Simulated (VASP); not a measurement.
Wanted: the native input for a VASP 6.6.1 run.

* Task: single point
* Functional: LDA
* Potentials or basis: VASP PAW LDA potentials, release 64 (B, P)
* Cutoff: 520 eV
* k mesh: 15 × 15 × 15
* Occupations: fermi-dirac, width 0.05 eV
* Spin: no spin polarisation
* Dipole correction: no
* Further INCAR settings: ALGO = Normal; EDIFF = 1e-06; NBANDS = 11

The structure of BP lies in POSCAR:

```
BP
1.0
    0.0000000000      2.2690000000      2.2009300000
    2.2690000000      0.0000000000      2.2009300000
    2.2690000000      2.2690000000      0.0000000000
B P
1 1
Direct
    0.0000000000      0.0000000000      0.0000000000
    0.7500000000      0.7500000000      0.7500000000
```

This cell differs from its parent crystal: zz strain of -3 %.

One way to write it, as run:

INCAR

```
SYSTEM = BP
ALGO = Normal
EDIFF = 1E-6
ENCUT = 520
ISIF = 2
ISMEAR = -1
LASPH = .TRUE.
LCHARG = .FALSE.
LREAL = .FALSE.
LWAVE = .FALSE.
NBANDS = 11
NELM = 60
PREC = Accurate
SIGMA = 0.05
```

KPOINTS

```
k-points
0
G
  15 15 15
  0 0 0
```

Potentials or basis: VASP PAW LDA potentials, release 64 (B, P).

Command:

```console
$ cat potpaw_LDA.64/B/POTCAR potpaw_LDA.64/P/POTCAR > POTCAR
$ mpirun -np 1 vasp_std > vasp.out
```

It gave:

- Pressure: -0.3 GPa
- Band gap on the k mesh: 0.69 eV, indirect (least direct gap 3.12 eV)

Caveat: the cell differs from its parent crystal (zz strain of -3 %).

Run time: 16 s on 1 thread of Intel(R) Xeon(R) 6975P-C (Granite Rapids) (shared host), peak memory 0.17 GiB.
